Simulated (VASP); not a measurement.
Input of a VASP 6.6.1 run:

POSCAR

```
ZnS
1.0
    0.0000000000      2.7212116857      2.7212116857
    2.7212116857      0.0000000000      2.7212116857
    2.7212116857      2.7212116857      0.0000000000
Zn S
1 1
Direct
    0.2500000000      0.2500000000      0.2500000000
    0.0000000000      0.0000000000      0.0000000000
```

The input INCAR.step1:

```
PREC     = Accurate       # precision mode
ENCUT    = 520            # plane-wave cutoff, eV
ISMEAR   = 0              # smearing method
SIGMA    = 0.02           # smearing width, eV
LREAL    = False          # projectors in reciprocal space
LASPH    = True           # aspherical terms in the spheres
NELM     = 60             # most SCF steps
NBANDS   = 16             # bands
GGA      = PE             # functional
ALGO     = Normal         # electronic algorithm
EDIFF    = 1E-4           # SCF threshold, eV
LWAVE    = True           # write WAVECAR
LCHARG   = False          # write CHGCAR
```

Contents of INCAR.step2:

```
PREC     = Accurate       # precision mode
ENCUT    = 520            # plane-wave cutoff, eV
EDIFF    = 1E-7           # SCF threshold, eV
ISMEAR   = 0              # smearing method
SIGMA    = 0.02           # smearing width, eV
LREAL    = False          # projectors in reciprocal space
LASPH    = True           # aspherical terms in the spheres
NELM     = 60             # most SCF steps
ALGO     = Normal         # electronic algorithm
ISIF     = 2              # what is computed and relaxed
LWAVE    = False          # write WAVECAR
LCHARG   = False          # write CHGCAR
METAGGA  = R2SCAN         # meta-GGA
LMIXTAU  = True         
NBANDS   = 16             # bands
ISTART   = 1
```

The input KPOINTS:

```
Automatic mesh
0
Gamma
  8 8 8
```

Potentials or basis: VASP PAW PBE potentials, release 64 (Zn, S).

The run is started by

```bash
$ cat potpaw_PBE.64/Zn/POTCAR potpaw_PBE.64/S/POTCAR > POTCAR
$ cp INCAR.step1 INCAR
$ mpirun -np 1 vasp_std > vasp.out
$ cp INCAR.step2 INCAR
$ mpirun -np 1 vasp_std > vasp.out
```

What does it give for the band gap on the k mesh?

2.58 eV, direct.

Estimate the pressure.

-2.1 GPa.

Caveat: the PAW data sets were made with another functional, which shifts forces and pressure a little.
